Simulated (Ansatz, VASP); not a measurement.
BP: VASP beside Ansatz

```
B P
1.0
     3.07991    0.00000    0.00000
    -1.53995    2.66728    0.00000
     0.00000    0.00000    5.01457
B P
2 2
Direct
  0.00000 0.00000 0.00000
  0.00000 0.00000 0.50000
  0.33333 0.66667 0.25000
  0.66667 0.33333 0.75000
```

Alike in both runs: task single point; functional PBE; k mesh 6 × 6 × 4; occupations methfessel-paxton of order 1, width 0.5 eV; no spin polarisation.

```csv
,VASP,Ansatz
version,VASP 6.6.1,Ansatz 0.2.0
potentials or method,"VASP PAW PBE potentials, release 64 (B, P)",plane waves
plane-wave cutoff (eV),500,420
valence electrons in the cell,16,16
```

|  | VASP | Ansatz | Ansatz less VASP |
| --- | --- | --- | --- |
| pressure (GPa) | 0.7 | 1.0 | +0.23 |
| traceless stress, the component that is largest in VASP (GPa) | 3.22 | 3.24 | +0.012 |

The k mesh is coarse, so the values compare programs but aren't converged.
